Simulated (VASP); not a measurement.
# Ag (Fm-3m) in VASP: notebook

Runs on Ag. Level: revPBE. Tasks: single point.

Program: VASP 6.6.1. These are calculated values, not measurements. Logs are shortened: lines on timing, memory, paths and dates and some standing lists are left out, and cuts for length are marked.

**1. The cell of the first run**

It takes space group Fm-3m (No. 225, cubic). Conventional cell: a = 4.137 Å, b = 4.137 Å, c = 4.137 Å, α = 90.00°, β = 90.00°, γ = 90.00°. Within 3.9 Å of Ag (site symmetry m-3m) lie 12 Ag at 2.92 Å.

**2. Single point, revPBE (volume scaled by 0.96)**

INCAR reads:

```
SYSTEM = Ag
PREC = Accurate
ENCUT = 520
EDIFF = 1E-6
ISMEAR = -1
SIGMA = 0.1
LREAL = .False.
LASPH = .True.
NELM = 80
ALGO = Normal
ISIF = 2
LWAVE = .False.
LCHARG = .True.
GGA = RE
LELF = .True.
LVHAR = .True.
NBANDS = 12
```

KPOINTS reads:

```
regular mesh
0
Gamma
  21 21 21
  0 0 0
```

POSCAR reads:

```
Ag
1.0
    0.0000000000      2.0682618769      2.0682618769
    2.0682618769      0.0000000000      2.0682618769
    2.0682618769      2.0682618769      0.0000000000
Ag
1
Direct
    0.0000000000      0.0000000000      0.0000000000
```

Potentials or basis: VASP PAW PBE potentials, release 64 (Ag).

Started as:

```console
cat potpaw_PBE.64/Ag/POTCAR > POTCAR
mpirun -np 1 vasp_std > vasp.out
```

OUTCAR:

```text
SYSTEM = Ag
   PREC = Accurate
   ENCUT = 520
   EDIFF = 1E-6
   ISMEAR = -1
   LREAL = .False.
   LASPH = .True.
   NELM = 80
   ISIF = 2
   GGA = RE

 ion  position               nearest neighbor table
   1  0.000  0.000  0.000-

  LATTYP: Found a face centered cubic cell.
 ALAT       =     4.1365237538

  Lattice vectors:

 A1 = (   0.0000000000,   2.0682618769,   2.0682618769)
 A2 = (   2.0682618769,   0.0000000000,   2.0682618769)
 A3 = (   2.0682618769,   2.0682618769,   0.0000000000)

Analysis of symmetry for initial positions (statically):
=====================================================================
 Subroutine PRICEL returns:
 Original cell was already a primitive cell.

 Routine SETGRP: Setting up the symmetry group for a
 face centered cubic supercell.

 Subroutine GETGRP returns: Found 48 space group operations
 (whereof 48 operations were pure point group operations)
 out of a pool of 48 trial point group operations.

The static configuration has the point symmetry O_h .

Analysis of symmetry for dynamics (positions and initial velocities):
=====================================================================
 Subroutine PRICEL returns:
 Original cell was already a primitive cell.

 Routine SETGRP: Setting up the symmetry group for a
 face centered cubic supercell.

 Subroutine GETGRP returns: Found 48 space group operations
 (whereof 48 operations were pure point group operations)
 out of a pool of 48 trial point group operations.

The dynamic configuration has the point symmetry O_h .

 Subroutine INISYM returns: Found 48 space group operations
 (whereof 48 operations are pure point group operations),
 and found     1 'primitive' translations

----------------------------------------------------------------------------------------

                                     Primitive cell

  volume of cell :      17.6948

  direct lattice vectors                    reciprocal lattice vectors
     0.000000000  2.068261877  2.068261877    -0.241748884  0.241748884  0.241748884
     2.068261877  0.000000000  2.068261877     0.241748884 -0.241748884  0.241748884
     2.068261877  2.068261877  0.000000000     0.241748884  0.241748884 -0.241748884

  length of vectors
     2.924963997  2.924963997  2.924963997     0.418721349  0.418721349  0.418721349

  position of ions in fractional coordinates (direct lattice)
     0.000000000  0.000000000  0.000000000

  ion indices of the primitive-cell ions
   primitive index   ion index
                 1           1

----------------------------------------------------------------------------------------

 KPOINTS: regular mesh

Automatic generation of k-mesh.
 Grid dimensions read from file:
 generate k-points for:   21   21   21

 Generating k-lattice:

  Cartesian coordinates                     Fractional coordinates (reciprocal lattice)
    -0.011511852  0.011511852  0.011511852     0.047619048  0.000000000  0.000000000
     0.011511852 -0.011511852  0.011511852     0.000000000  0.047619048  0.000000000
     0.011511852  0.011511852 -0.011511852     0.000000000  0.000000000  0.047619048

  Length of vectors
     0.019939112  0.019939112  0.019939112

  Shift w.r.t. Gamma in fractional coordinates (k-lattice)
     0.000000000  0.000000000  0.000000000

 Subroutine IBZKPT returns following result:
 ===========================================

 Found    286 irreducible k-points:

 Following reciprocal coordinates:
            Coordinates               Weight
  0.000000  0.000000  0.000000      1.000000
  0.047619  0.000000  0.000000      8.000000
  0.095238  0.000000  0.000000      8.000000
  0.142857  0.000000  0.000000      8.000000
  0.190476  0.000000  0.000000      8.000000
  0.238095  0.000000  0.000000      8.000000
[... 16 lines left out ...]
 -0.428571  0.047619  0.000000     24.000000
 -0.380952  0.047619  0.000000     24.000000
 [... further k-points ...]
   k-points           NKPTS =    286   k-points in BZ     NKDIM =    286   number of bands    NBANDS=     12
   number of dos      NEDOS =    301   number of ions     NIONS =      1
   total plane-waves  NPLWV =  13824
   dimension x,y,z NGX =    24 NGY =   24 NGZ =   24
   dimension x,y,z NGXF=    48 NGYF=   48 NGZF=   48
   ions per type =               1
   NGX,Y,Z   is equivalent  to a cutoff of  13.64, 13.64, 13.64 a.u.
   NGXF,Y,Z  is equivalent  to a cutoff of  27.28, 27.28, 27.28 a.u.
 SYSTEM =  Ag
   PREC   = accura    normal or accurate (medium, high low for compatibility)
   ISTART =      0    job   : 0-new  1-cont  2-samecut
   ICHARG =      2    charge: 1-file 2-atom 10-const
   ISPIN  =      1    spin polarized calculation?
   LNONCOLLINEAR =      F non collinear calculations
   LSORBIT =      F    spin-orbit coupling
   LASPH  =      T    aspherical Exc in radial PAW
   ENCUT  =  520.0 eV  38.22 Ry    6.18 a.u.   5.44  5.44  5.44*2*pi/ulx,y,z
   NELM   =     80;   NELMIN=  2; NELMDL= -5     # of ELM steps
   EDIFF  = 0.1E-05   stopping-criterion for ELM
   LREAL  =      F    real-space projection
   EDIFFG = 0.1E-04   stopping-criterion for IOM
   NSW    =      0    number of steps for IOM
   IBRION =     -1    ionic relax: 0-MD 1-quasi-New 2-CG
   NFREE  =      0    steps in history (QN), initial steepest desc. (CG)
   ISIF   =      2    stress and relaxation
   ISYM   =      2    0-nonsym 1-usesym 2-fastsym
   POTIM  = 0.5000    time-step for ionic-motion
   TEBEG  =    0.0;   TEEND  =   0.0 temperature during run
   PSTRESS=    0.0 pullay stress
   NELECT =      11.0000    total number of electrons
   NUPDOWN=      -1.0000    fix difference up-down
   EMIN   =  10.00;   EMAX   =-10.00  energy-range for DOS
   EFERMI =   0.00;   METHOD = LEGACY
   ISMEAR =    -1;   SIGMA  =   0.10  broadening in eV -4-tet -1-fermi 0-gaus
   EFERMI_NEDOS =   21; number of points for ismear=-14 and -15
   IALGO  =     38    algorithm
   IMIX   =      4    mixing-type and parameters
     AMIX     =   0.40;   BMIX     =  1.00
     AMIX_MAG =   1.60;   BMIX_MAG =  1.00
  volume/ion in A,a.u.               =      17.69       119.41
  Fermi-wavevector in a.u.,A,eV,Ry     =   1.397194  2.640315 26.560647  1.952152
  Thomas-Fermi vector in A             =   2.520475
   LORBIT       =      0    0 simple, 1 ext, 2 COOP (PROOUT), +10 PAW based schemes
   GGA     = RE    functional components
   LHFCALC =     F    Hartree Fock is set to
   AEXX    =    0.0000 exact exchange contribution
   IVDW    =     0    specifies the selected vdW correction
   LEPSILON=     F    determine dielectric tensor
   LRPA    =     F    only Hartree local field effects (RPA)
 non-spin polarized calculation
  energy-cutoff  :      520.00
  volume of cell :       17.69
 maximum number of plane-waves:       531
 NGX is ok and might be reduce to    24
   NGX = 11   NGY = 11   NGZ = 11

 number of electron      10.9999999 magnetization

 Free energy of the ion-electron system (eV)
  ---------------------------------------------------
  ext. energy  EPLUGINS =         0.00000000
  ---------------------------------------------------
  free energy    TOTEN  =        -2.29182654 eV

  energy without entropy =       -2.28105312  energy(sigma->0) =       -2.28643983

 E-fermi :   8.0769     XC(G=0): -11.8916

 val. band max:        8.0579175466   @ k =  -0.2381   0.2857   0.0952
 cond. band min:       8.1214151182   @ k =  -0.4762   0.0952   0.0476
 fundamental gap:      0.0634975716
 Fermi energy:         8.0769255947

 k-point     1 :       0.0000    0.0000    0.0000
  band No.  band energies     occupation
      1       0.5537      2.00000
      2       3.3390      2.00000
      3       3.3390      2.00000
      4       3.3390      2.00000
      5       4.3020      2.00000
      6       4.3020      2.00000
      7      23.9572      0.00000
      8      27.3462      0.00000
      9      27.3462      0.00000
     10      27.3462      0.00000
     11      32.0097      0.00000
     12      32.9620      0.00000

 k-point     2 :       0.0476    0.0000    0.0000
  band No.  band energies     occupation
      1       0.6228      2.00000
      2       3.3236      2.00000
      3       3.3578      2.00000
      4       3.3578      2.00000
      5       4.2949      2.00000
      6       4.2949      2.00000
      7      23.9665      0.00000
      8      26.6965      0.00000
      9      27.3672      0.00000
     10      27.3672      0.00000
     11      32.1259      0.00000
     12      32.8964      0.00000

 k-point     3 :       0.0952    0.0000    0.0000
  band No.  band energies     occupation
      1       0.8248      2.00000
      2       3.2849      2.00000
      3       3.4087      2.00000
      4       3.4087      2.00000
      5       4.2786      2.00000
      6       4.2786      2.00000
      7      23.8333      0.00000
      8      25.4742      0.00000
      9      27.4186      0.00000
     10      27.4186      0.00000
     11      31.5015      0.00000
     12      32.6613      0.00000

 k-point     4 :       0.1429    0.0000    0.0000
  band No.  band energies     occupation
      1       1.1393      2.00000
      2       3.2497      2.00000
      3       3.4743      2.00000
      4       3.4743      2.00000
      5       4.2705      2.00000
      6       4.2705      2.00000
      7      22.8440      0.00000
      8      24.8612      0.00000
      9      27.4651      0.00000
     10      27.4651      0.00000
     11      30.8055      0.00000
     12      32.2087      0.00000

 k-point     5 :       0.1905    0.0000    0.0000
  band No.  band energies     occupation
      1       1.5122      2.00000
      2       3.2808      2.00000
      3       3.5244      2.00000
      4       3.5244      2.00000
      5       4.2994      2.00000
      6       4.2994      2.00000
      7      21.1723      0.00000
      8      24.7426      0.00000
      9      27.4483      0.00000
     10      27.4483      0.00000
     11      30.4133      0.00000
     12      31.6144      0.00000

 k-point     6 :       0.2381    0.0000    0.0000
  band No.  band energies     occupation
      1       1.8256      2.00000
      2       3.5039      2.00000
      3       3.5320      2.00000
      4       3.5320      2.00000
      5       4.3889      2.00000
      6       4.3889      2.00000
      7      19.3620      0.00000
      8      24.5581      0.00000
      9      27.2983      0.00000
     10      27.2983      0.00000
     11      30.4618      0.00000
     12      31.0571      0.00000

 k-point     7 :       0.2857    0.0000    0.0000
  band No.  band energies     occupation
      1       1.9671      2.00000
      2       3.4981      2.00000
      3       3.4981      2.00000
      4       4.0362      2.00000
      5       4.5315      2.00000
      6       4.5315      2.00000
      7      17.5450      0.00000
      8      24.2449      0.00000
      9      26.9809      0.00000
     10      26.9809      0.00000
     11      30.6705      0.00000
     12      30.6706      0.00000

 k-point     8 :       0.3333    0.0000    0.0000
  band No.  band energies     occupation
      1       1.9742      2.00000
      2       3.4436      2.00000
      3       3.4436      2.00000
      4       4.6966      2.00000
      5       4.6966      2.00000
      6       4.8370      2.00000
      7      15.7778      0.00000
      8      23.8846      0.00000
      9      26.5491      0.00000
     10      26.5491      0.00000
     11      30.4681      0.00000
     12      30.4681      0.00000
[... 166 lines left out ...]
 k-point    20 :       0.4286    0.0476    0.0000
  band No.  band energies     occupation
      1       1.9383      2.00000
      2       3.3302      2.00000
      3       3.3947      2.00000
      4       4.7297      2.00000
      5       4.9892      2.00000
      6       6.6697      2.00000
      7      13.1339      0.00000
      8      23.3423      0.00000
      9      25.2028      0.00000
     10      25.7961      0.00000
     11      30.5174      0.00000
     12      30.8028      0.00000

 k-point    21 :       0.4762    0.0476    0.0000
  band No.  band energies     occupation
      1       1.9039      2.00000
      2       3.3012      2.00000
      3       3.3610      2.00000
      4       4.8658      2.00000
      5       5.0440      2.00000
      6       7.5828      1.98581
      7      11.8946      0.00000
      8      23.1764      0.00000
      9      25.2014      0.00000
     10      25.3307      0.00000
     11      30.6312      0.00000
     12      30.6782      0.00000

 k-point    22 :      -0.4762    0.0476    0.0000
  band No.  band energies     occupation
      1       1.8950      2.00000
      2       3.2968      2.00000
      3       3.3489      2.00000
      4       4.9233      2.00000
      5       5.0338      2.00000
      6       7.9171      1.66367
      7      11.4812      0.00000
      8      23.1210      0.00000
      9      25.0625      0.00000
     10      25.3832      0.00000
     11      30.5651      0.00000
     12      30.7018      0.00000

 k-point    23 :      -0.4286    0.0476    0.0000
  band No.  band energies     occupation
      1       1.9139      2.00000
      2       3.3170      2.00000
      3       3.3606      2.00000
      4       4.8978      2.00000
      5       4.9583      2.00000
      6       7.3111      1.99906
      7      12.2527      0.00000
      8      23.1771      0.00000
      9      24.9977      0.00000
     10      25.7624      0.00000
     11      30.4495      0.00000
     12      30.7286      0.00000

 k-point    24 :      -0.3810    0.0476    0.0000
  band No.  band energies     occupation
      1       1.9558      2.00000
      2       3.3583      2.00000
      3       3.3946      2.00000
      4       4.7814      2.00000
      5       4.8273      2.00000
      6       6.3545      2.00000
      7      13.6323      0.00000
      8      23.3353      0.00000
      9      25.1253      0.00000
     10      26.3323      0.00000
     11      30.3246      0.00000
     12      30.6818      0.00000

 [... further k-points ...]
[... 5 lines left out ...]
  --------------------------------------------------------------------------------------
  -------------------------------------------------------------------------------------
  Total        0.3905060      0.3905060      0.3905060      0.0000000      0.0000000      0.0000000
  in kB       35.3583318     35.3583318     35.3583318      0.0000000      0.0000000      0.0000000
  external PRESSURE =      35.3583318 kB  Pullay stress =       0.0000000 kB

 VOLUME and BASIS-vectors are now :
 -----------------------------------------------------------------------------
  energy-cutoff  :      520.00
  volume of cell :       17.69
      direct lattice vectors                 reciprocal lattice vectors
     0.000000000  2.068261877  2.068261877    -0.241748884  0.241748884  0.241748884
     2.068261877  0.000000000  2.068261877     0.241748884 -0.241748884  0.241748884
     2.068261877  2.068261877  0.000000000     0.241748884  0.241748884 -0.241748884

 POSITION                                       TOTAL-FORCE (eV/Angst)
 -----------------------------------------------------------------------------------
      0.00000      0.00000      0.00000         0.000000      0.000000     -0.000000
 -----------------------------------------------------------------------------------
    total drift:                               -0.000000      0.000000     -0.000000

  FREE ENERGIE OF THE ION-ELECTRON SYSTEM (eV)
  ---------------------------------------------------
  free  energy   TOTEN  =        -2.2918265381 eV

  energy  without entropy=       -2.2810531183  energy(sigma->0) =       -2.28643983
```

Run time: 65 s. Hardware: 1 thread of Intel Xeon 6975P-C, shared host; peak memory 0.19 GiB.

Results:

- Free energy: -2.2918 eV
- Pressure: 3.5 GPa

Caveat: the cell differs from its parent crystal (volume scaled by 0.96); the PAW data sets were made with another functional, which shifts forces and pressure a little.

**3. Single point, revPBE**

This run uses another cell than the first one, of 18.43 Å³/atom, 1.042 times its volume.

INCAR reads:

```
SYSTEM = Ag
  PREC = Accurate
  ENCUT = 520
  EDIFF = 1E-6
  ISMEAR = -1
  SIGMA = 0.1
  LREAL = .False.
  LASPH = .True.
  NELM = 60
  ALGO = Normal
  ISIF = 2
  LWAVE = .False.
  LCHARG = .False.
  GGA = RE
  NBANDS = 12
```

KPOINTS reads:

```
Automatic mesh
0
Gamma
  21 21 21
  0 0 0
```

POSCAR reads:

```
Ag
1.0
    0.0000000000      2.0965977525      2.0965977525
    2.0965977525      0.0000000000      2.0965977525
    2.0965977525      2.0965977525      0.0000000000
Ag
1
Direct
    0.0000000000      0.0000000000      0.0000000000
```

Potentials or basis: VASP PAW PBE potentials, release 64 (Ag).

Started as:

```console
cat potpaw_PBE.64/Ag/POTCAR > POTCAR
mpirun -np 1 vasp_std > vasp.out
```

Run time: 60 s. Hardware: 1 thread of Intel Xeon 6975P-C, shared host; peak memory 0.19 GiB.

The run converged. Its results:

| Quantity | Value |
| --- | --- |
| Free energy | -2.2999 eV |
| Pressure | 0.0 GPa |

Levels at points of the mesh, in eV from the Fermi level:
| k point | band 2 | band 3 | band 4 | band 5 | band 6 | band 7 | band 8 | band 9 | band 10 | band 11 |
| --- | --- | --- | --- | --- | --- | --- | --- | --- | --- | --- |
| (0.00, 0.00, 0.00) | -4.60 | -4.60 | -4.60 | -3.71 | -3.71 | 15.78 | 18.93 | 18.93 | 18.93 | 23.50 |

Caveat: the PAW data sets were made with another functional, which shifts forces and pressure a little.
